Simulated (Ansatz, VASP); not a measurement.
# Two plane-wave programs on BN

```xyz
4
Lattice="2.5038 0.0000 0.0000 -1.2519 2.1683 0.0000 0.0000 0.0000 7.0341" Properties=species:S:1:pos:R:3 pbc="T T T"
B    -0.0680    1.4456    1.6773
B     1.2520    0.7228    5.3568
N    -0.0001    1.4456    5.3558
N     1.3044    0.7228    1.6783
```

Change from the starting cell: mode 6 frozen in at -0.081 Å and mode 10 at -0.068 Å (largest displacements).

Alike in both runs: task single point; functional PBEsol; k mesh 12 × 12 × 4; occupations gaussian, width 0.05 eV; no spin polarisation.

|  | VASP | Ansatz |
| --- | --- | --- |
| version | VASP 6.6.1 | Ansatz 0.2.0 |
| potentials or method | VASP PAW PBE potentials, release 64 (B, N), cutoff 520 eV | scalar-relativistic, plane waves, PAW |
| valence electrons in the cell | 16 | 16 |

|  | VASP | Ansatz | Ansatz less VASP |
| --- | --- | --- | --- |
| gap on the k mesh at the Fermi level (eV) | 3.85 | 3.86 | +0.006 |
| least direct gap on the mesh (eV) | 4.34 | 4.35 | +0.006 |
| pressure (GPa) | 3.1 | 2.7 | -0.38 |
| traceless stress, the component that is largest in VASP (GPa) | 7.18 | 7.09 | -0.087 |
| rms of the force components (eV/Å) | 2.111 | 2.109 | -0.0019 |

VASP's potentials were made for PBE, not for PBEsol, and Ansatz warns of the same on its side. Atom by atom the forces differ by 0.002 eV/Å (rms over components). The functional is the same, so the differences come from potentials, cutoffs and numerics.
